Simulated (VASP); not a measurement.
A run of VASP 6.6.1 is set up as follows.

Contents of INCAR:

```
SYSTEM = SnSe
PREC     = Accurate       ! precision mode
ENCUT    = 520            ! plane-wave cutoff, eV
EDIFF    = 1E-7           ! SCF threshold, eV
ISMEAR   = 0              ! smearing method
SIGMA    = 0.01           ! smearing width, eV
LREAL    = .FALSE.        ! projectors in reciprocal space
LASPH    = .TRUE.         ! aspherical terms in the spheres
NELM     = 60             ! most SCF steps
ALGO     = Normal         ! electronic algorithm
ISIF     = 2              ! what is computed and relaxed
LWAVE    = .FALSE.        ! write WAVECAR
LCHARG   = .FALSE.        ! write CHGCAR
GGA      = CA             ! functional
NBANDS   = 17             ! bands
```

File KPOINTS:

```
Automatic mesh
0
G
  6 6 6
  0 0 0
```

Contents of POSCAR:

```
SnSe
1.0
    0.0000000000      3.0299343558      3.0299343558
    3.0299343558      0.0000000000      3.0299343558
    3.0299343558      3.0299343558      0.0000000000
Sn Se
1 1
Direct
    0.0000000000      0.0000000000      0.0000000000
    0.5000000000      0.5000000000      0.5000000000
```

Potentials or basis: VASP PAW LDA potentials, release 64 (Sn_d, Se).

Launch:

```bash
$ cat potpaw_LDA.64/Sn_d/POTCAR potpaw_LDA.64/Se/POTCAR > POTCAR
$ mpirun -np 1 vasp_std > vasp.out
```

Question: Predict the band gap on the k mesh.

Answer: 0.54 eV, direct.

Question: What does it give for the pressure?

Answer: -4.5 GPa.

Caveat: spin-orbit coupling is left out, which moves the levels of the heavy elements. A k mesh can miss the band edges.
